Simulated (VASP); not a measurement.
Input of a VASP 6.6.1 run:

Contents of INCAR:

```
PREC = Accurate ; ENCUT = 400
EDIFF = 1E-8 ; ISMEAR = -1
SIGMA = 0.03 ; LREAL = F
LASPH = T ; NELM = 120
ALGO = Normal ; ISIF = 2
LWAVE = F ; LCHARG = F
GGA = PS ; LEFG = T
NBANDS = 26 ; GGA_COMPAT = F
```

Contents of KPOINTS:

```
Automatic mesh
0
Gamma
  14 14 8
```

POSCAR

```
Au
1.0
    2.8999984104      0.0000000000      0.0000000000
   -1.4499992052      2.5114722944      0.0000000000
    0.0000000000      0.0000000000      4.9776000000
Au
2
Direct
    0.3333333333      0.6666666667      0.7500000000
    0.6666666667      0.3333333333      0.2500000000
```

Potentials or basis: VASP PAW PBE potentials, release 64 (Au_sv_GW).

Run with:

```sh
$ cat potpaw_PBE.64/Au_sv_GW/POTCAR > POTCAR
$ mpirun -np 1 vasp_std > vasp.out
```

(1) What does it give for the pressure?

(2) Estimate the band gap on the k mesh.

## Answers

(1) -12.4 GPa.

(2) zero (bands 19 and 20 overlap by 6.27 eV).

Caveat: the cell differs from its parent crystal (zz strain of +2 %); the cell stands under tension; without QUAD_EFG the Cq values of the log hold for a quadrupole moment of 1 mb, not for the nuclei; the PAW data sets were made with another functional, which shifts forces and pressure a little; spin-orbit coupling is left out, which moves the levels of the heavy elements.
